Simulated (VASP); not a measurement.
Set up this calculation in VASP 6.6.1, as the native input.

```yaml
Task: single point
Functional: r2SCAN
Potentials_or_basis: VASP PAW PBE potentials, release 64 (Ag, Br)
Cutoff: 550 eV
k_mesh: 8 × 8 × 8
Occupations: gaussian, width 0.01 eV
Spin: no spin polarisation
Dipole_correction: no
Further_INCAR_settings: ALGO = Normal; EDIFF = 1e-06; NBANDS = 16
```

Crystal: AgBr.

```
Ag Br
1.0
     2.94127    2.94127    0.00000
    -2.94127    2.94127    0.00000
     0.00000    2.94127    2.94127
Ag Br
1 1
Direct
  0.00000 0.00000 0.00000
  0.50000 0.50000 0.00000
```

These files were run (other wordings do the same):

POSCAR

```
AgBr
1.0
    2.9412737835      2.9412737835      0.0000000000
   -2.9412737835      2.9412737835      0.0000000000
    0.0000000000      2.9412737835      2.9412737835
Ag Br
1 1
Direct
    0.0000000000      0.0000000000      0.0000000000
    0.5000000000      0.5000000000      0.0000000000
```

INCAR.step1

```
PREC     = Accurate       # precision mode
ENCUT    = 550            # plane-wave cutoff, eV
ISMEAR   = 0              # smearing method
SIGMA    = 0.01           # smearing width, eV
LREAL    = False          # projectors in reciprocal space
LASPH    = True           # aspherical terms in the spheres
NELM     = 120            # most SCF steps
NBANDS   = 16             # bands
GGA      = PE             # functional
ALGO     = Normal         # electronic algorithm
EDIFF    = 1E-5           # SCF threshold, eV
LWAVE    = True           # write WAVECAR
LCHARG   = False          # write CHGCAR
GGA_COMPAT= False
```

INCAR.step2

```
PREC     = Accurate       # precision mode
ENCUT    = 550            # plane-wave cutoff, eV
EDIFF    = 1E-6           # SCF threshold, eV
ISMEAR   = 0              # smearing method
SIGMA    = 0.01           # smearing width, eV
LREAL    = False          # projectors in reciprocal space
LASPH    = True           # aspherical terms in the spheres
NELM     = 120            # most SCF steps
ALGO     = Normal         # electronic algorithm
ISIF     = 2              # what is computed and relaxed
LWAVE    = False          # write WAVECAR
LCHARG   = True           # write CHGCAR
METAGGA  = R2SCAN         # meta-GGA
LMIXTAU  = True         
LELF     = True           # ELF
LVHAR    = True         
NBANDS   = 16             # bands
ISTART   = 1            
GGA_COMPAT= False
```

KPOINTS

```
Automatic mesh
0
Gamma
  8 8 8
```

Potentials or basis: VASP PAW PBE potentials, release 64 (Ag, Br).

Command:

```console
$ cat potpaw_PBE.64/Ag/POTCAR potpaw_PBE.64/Br/POTCAR > POTCAR
$ cp INCAR.step1 INCAR
$ mpirun -np 1 vasp_std > vasp.out
$ cp INCAR.step2 INCAR
$ mpirun -np 1 vasp_std > vasp.out
```

It gave:

The pressure is -2.1 GPa. The band gap on the k mesh is 1.25 eV, indirect (least direct gap 3.01 eV).

Caveat: the PAW data sets were made with another functional, which shifts forces and pressure a little.

Wall time 45 s on 1 thread of AMD EPYC 9R45 96-Core Processor (Zen 5), on a shared host, peak memory 0.17 GiB.
